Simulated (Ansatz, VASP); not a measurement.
# Two plane-wave programs on AgO

```
Ag O
1.0
     0.00000    2.77983    1.80689
     2.77983    0.00000    1.80689
     2.77983    2.77983    0.00000
Ag O
1 1
Cartesian
  0.0000 0.0000 0.0000
  4.1697 4.1697 2.7103
```

Alike in both runs: task single point; functional PBEsol; k mesh 18 × 18 × 18; occupations gaussian, width 0.15 eV; no spin polarisation.

|  | VASP | Ansatz |
| --- | --- | --- |
| version | VASP 6.6.1 | Ansatz 0.2.0 |
| potentials or method | VASP PAW PBE potentials, release 64 (Ag, O), cutoff 520 eV | scalar-relativistic, plane waves, PAW |
| valence electrons in the cell | 17 | 25 |

VASP gave:

| Item | Value |
| --- | --- |
| gap on the k mesh at the Fermi level (eV) | none |
| pressure (GPa) | -1.9 |
| traceless stress, the component that is largest in VASP (GPa) | -2.17 |

Question: Estimate Ansatz's values.

Answer: gap on the k mesh at the Fermi level (eV): none; pressure (GPa): -1.7; traceless stress, the component that is largest in VASP (GPa): -2.17.

VASP's potentials were made for PBE, not for PBEsol. A gap of «none» marks a metal or a gap that the smearing closes. VASP's potentials hold 17 valence electrons a cell and Ansatz's 25, so a difference there can come from the potentials and not from the codes.
